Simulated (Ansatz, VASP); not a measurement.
**One calculation of SrCl2, two programs**

The input POSCAR:

```
SrCl2
1.0
    2.0857437514      1.2042047163      6.1350485022
   -2.0857437514      1.2042047163      6.1350485022
    0.0000000000     -2.4084094327      6.1350485022
Sr Cl
1 2
Direct
    0.0002014272      0.0002014272      0.0002014272
    0.4227725646      0.4227725646      0.4227725646
    0.2436926748      0.2436926748      0.2436926748
```

File INCAR.step1:

```
PREC = Accurate
ENCUT = 520
ISMEAR = -1
SIGMA = 0.001
LREAL = False
LASPH = True
NELM = 60
NBANDS = 19
GGA = PE
ALGO = Normal
EDIFF = 1E-4
LWAVE = True
LCHARG = False
```

Contents of INCAR.step2:

```
PREC = Accurate
ENCUT = 520
EDIFF = 1E-7
ISMEAR = -1
SIGMA = 0.001
LREAL = False
LASPH = True
NELM = 60
ALGO = Normal
ISIF = 2
LWAVE = False
LCHARG = False
METAGGA = R2SCAN
LMIXTAU = True
NBANDS = 19
ISTART = 1
```

The input KPOINTS:

```
regular mesh
0
Gamma
  6 6 6
```

Input for Ansatz:

```yaml
crystal:
  lattice:
    - [2.0857437514, 1.2042047163, 6.1350485022]
    - [-2.0857437514, 1.2042047163, 6.1350485022]
    - [0.0, -2.4084094327, 6.1350485022]
  atoms:
    - { symbol: Sr, position: [0.0002014272, 0.0002014272, 0.0002014272] }
    - { symbol: Cl, position: [0.4227725646, 0.4227725646, 0.4227725646] }
    - { symbol: Cl, position: [0.2436926748, 0.2436926748, 0.2436926748] }
kpoints:
  mp_grid: { grid: [6, 6, 6] }
hamiltonian:
  xc: r2scan
scf:
  occupations: { method: fermi_dirac, width: 0.001 }
  n_extra_bands: 4
output:
  forces: true
  stress: true
  eigenvalues: true
```

Alike in both runs: task single point; functional r2SCAN; k mesh 6 × 6 × 6; occupations fermi-dirac, width 0.001 eV; no spin polarisation.

|  | VASP | Ansatz |
| --- | --- | --- |
| version | VASP 6.6.1 | Ansatz 0.2.0 |
| potentials or method | VASP PAW PBE potentials, release 64 (Sr_sv, Cl) | plane waves |
| plane-wave cutoff (eV) | 520 | 500 |
| valence electrons in the cell | 24 | 24 |

|  | VASP | Ansatz | Ansatz less VASP |
| --- | --- | --- | --- |
| gap on the k mesh at the Fermi level (eV) | 4.88 | 4.87 | -0.015 |
| pressure (GPa) | 0.7 | 0.6 | -0.05 |
| rms of the force components (eV/Å) | 0.004 | 0.006 | +0.0020 |

VASP's potentials were made for PBE, not for r2SCAN. Atom by atom the forces differ by 0.009 eV/Å (rms over components). The functional is the same, so the differences come from potentials, cutoffs and numerics.
